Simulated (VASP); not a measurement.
SnO2, 12 atoms in the cell. The typed cell holds 12 atoms: a = 6.044 Å, b = 6.044 Å, c = 6.044 Å, α = 62.25°, β = 62.25°, γ = 62.25°. 

* Program: VASP 6.6.1
* Task: single point
* Functional: PBEsol
* Potentials or basis: VASP PAW PBE potentials, release 64 (Sn_d, O)
* Cutoff: 520 eV
* k mesh: 6 × 6 × 6
* Occupations: gaussian, width 0.05 eV
* Spin: no spin polarisation
* Dipole correction: no
* Further INCAR settings: ALGO = Normal; EDIFF = 1e-07; NBANDS = 64

Potentials or basis: VASP PAW PBE potentials, release 64 (Sn_d, O).

Command:

```bash
$ cat potpaw_PBE.64/Sn_d/POTCAR potpaw_PBE.64/O/POTCAR > POTCAR
$ mpirun -np 1 vasp_std > vasp.out
```

Hardware: 1 thread of Intel(R) Xeon(R) 6975P-C (Granite Rapids), on a shared host.

Problem. Estimate the wall time of this run.

Solution. It took 4.8 min on 1 thread of Intel(R) Xeon(R) 6975P-C (Granite Rapids), with other jobs on the host, peak memory 0.45 GiB. Counts: scf iterations 16, k points 32.
